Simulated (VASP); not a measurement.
Input of a VASP 6.6.1 run:

File INCAR:

```
SYSTEM = Zr
PREC     = Accurate       ! precision mode
ENCUT    = 520            ! plane-wave cutoff, eV
EDIFF    = 1E-6           ! SCF threshold, eV
ISMEAR   = -1             ! smearing method
SIGMA    = 0.08           ! smearing width, eV
LREAL    = .False.        ! projectors in reciprocal space
LASPH    = .True.         ! aspherical terms in the spheres
NELM     = 60             ! most SCF steps
ALGO     = Normal         ! electronic algorithm
ISIF     = 2              ! what is computed and relaxed
LWAVE    = .False.        ! write WAVECAR
LCHARG   = .False.        ! write CHGCAR
GGA      = PE             ! functional
NBANDS   = 32             ! bands
```

File KPOINTS:

```
Automatic mesh
0
Gamma
  4 4 7
  0 0 0
```

Contents of POSCAR:

```
Zr
1.0
   -3.5816945418      3.5816945418      3.5816945418
    3.5816945418     -3.5816945418      3.5816945418
    1.7908472709      1.7908472709     -1.7908472709
Zr
4
Direct
   -0.0468194588     -0.0301339209     -0.0940362156
   -0.0013104133      0.5084530461     -0.0195460554
    0.5225890924      0.0050608727      0.0912512209
    0.5255407679      0.5166199905      0.0223310500
```

Potentials or basis: VASP PAW PBE potentials, release 64 (Zr_sv).

The run is started by

```console
$ cat potpaw_PBE.64/Zr_sv/POTCAR > POTCAR
$ mpirun -np 1 vasp_std > vasp.out
```

**Question.** Predict the pressure.

**Answer.** 2.1 GPa.

**Question.** Estimate the band gap on the k mesh.

**Answer.** Zero (bands 24 and 25 overlap by 1.03 eV).

Stress tensor (GPa, compression positive):
```
2.75 0.79 0.45
0.79 1.74 0.79
0.45 0.79 1.79
```

Caveat: forces of over 1 eV/Å act on the atoms, so gaps and moduli don't describe the material at rest.
